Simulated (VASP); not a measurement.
Write the native input for VASP 6.6.1 that does the following.

```
Task                   : relaxation of cell and atoms
Functional             : r2SCAN
Dispersion             : rVV10
Potentials or basis    : VASP PAW PBE potentials, release 64 (Ti_sv, Te)
Cutoff                 : 600 eV
k mesh                 : 12 × 12 × 4
Occupations            : fermi-dirac, width 0.02 eV
Spin                   : no spin polarisation
Dipole correction      : no
Further INCAR settings : ALGO = Normal; EDIFF = 1e-07; IBRION = 2; EDIFFG = -0.005; NSW = 80; ISIF = 3
```

Crystal: TiTe2.

```
Ti Te
1.0
     3.71797    0.00000    0.00000
    -1.85899    3.21986    0.00000
     0.00000    0.00000    6.32413
Ti Te
1 2
Direct
  0.00000 0.00000 0.00000
  0.33333 0.66667 0.27056
  0.66667 0.33333 0.72944
```

One way to write it, as run:

POSCAR

```
TiTe2
1.0
    3.7179746322      0.0000000000      0.0000000000
   -1.8589873161      3.2198604821      0.0000000000
    0.0000000000      0.0000000000      6.3241293013
Ti Te
1 2
Direct
    0.0000000000      0.0000000000      0.0000000000
    0.3333333333      0.6666666667      0.2705594856
    0.6666666667      0.3333333333      0.7294405144
```

INCAR.step1

```
SYSTEM = TiTe2
PREC     = Accurate       ! precision mode
ENCUT    = 600            ! plane-wave cutoff, eV
ISMEAR   = -1             ! smearing method
SIGMA    = 0.02           ! smearing width, eV
LREAL    = .FALSE.        ! projectors in reciprocal space
LASPH    = .TRUE.         ! aspherical terms in the spheres
NELM     = 100            ! most SCF steps
GGA      = PE             ! functional
ALGO     = Normal         ! electronic algorithm
EDIFF    = 1E-4           ! SCF threshold, eV
LWAVE    = .TRUE.         ! write WAVECAR
LCHARG   = .FALSE.        ! write CHGCAR
```

INCAR.step2

```
SYSTEM = TiTe2
PREC     = Accurate       ! precision mode
ENCUT    = 600            ! plane-wave cutoff, eV
EDIFF    = 1E-7           ! SCF threshold, eV
ISMEAR   = -1             ! smearing method
SIGMA    = 0.02           ! smearing width, eV
LREAL    = .FALSE.        ! projectors in reciprocal space
LASPH    = .TRUE.         ! aspherical terms in the spheres
NELM     = 100            ! most SCF steps
ALGO     = Normal         ! electronic algorithm
ISIF     = 3              ! what is computed and relaxed
LWAVE    = .FALSE.        ! write WAVECAR
LCHARG   = .FALSE.        ! write CHGCAR
METAGGA  = R2SCAN         ! meta-GGA
LMIXTAU  = .TRUE.       
LUSE_VDW = .TRUE.       
IVDW_NL  = 2            
BPARAM   = 11.95        
CPARAM   = 0.0093       
IBRION   = 2              ! ionic algorithm
NSW      = 80             ! ionic steps
EDIFFG   = -0.005         ! ionic threshold
ISTART   = 1
```

KPOINTS

```
Automatic mesh
0
G
  12 12 4
  0 0 0
```

Potentials or basis: VASP PAW PBE potentials, release 64 (Ti_sv, Te).

Command:

```console
$ cat potpaw_PBE.64/Ti_sv/POTCAR potpaw_PBE.64/Te/POTCAR > POTCAR
$ cp INCAR.step1 INCAR
$ mpirun -np 1 vasp_std > vasp.out
$ cp INCAR.step2 INCAR
$ mpirun -np 1 vasp_std > vasp.out
```

It gave:

```yaml
Relaxed_volume: 27.36 Å³/atom
Relaxed_cell: a = 3.798 Å, b = 3.798 Å, c = 6.568 Å, α = 90.00°, β = 90.00°, γ = 120.00°
Space_group_after_relaxing_to_0.1_Å: P-3m1 (No. 164)
Energy_gained_by_relaxing: 20.4 meV/atom
Ionic_steps: 10
Pressure_after_relaxing: 0.0 GPa
Band_gap_on_the_k_mesh: zero (bands 12 and 13 overlap by 0.57 eV)
```

Caveat: the PAW data sets were made with another functional, which shifts forces and pressure a little; spin-orbit coupling is left out, which moves the levels of the heavy elements.

It took 47 min on 1 thread of Intel(R) Xeon(R) 6975P-C (Granite Rapids) (shared host), peak memory 0.48 GiB.
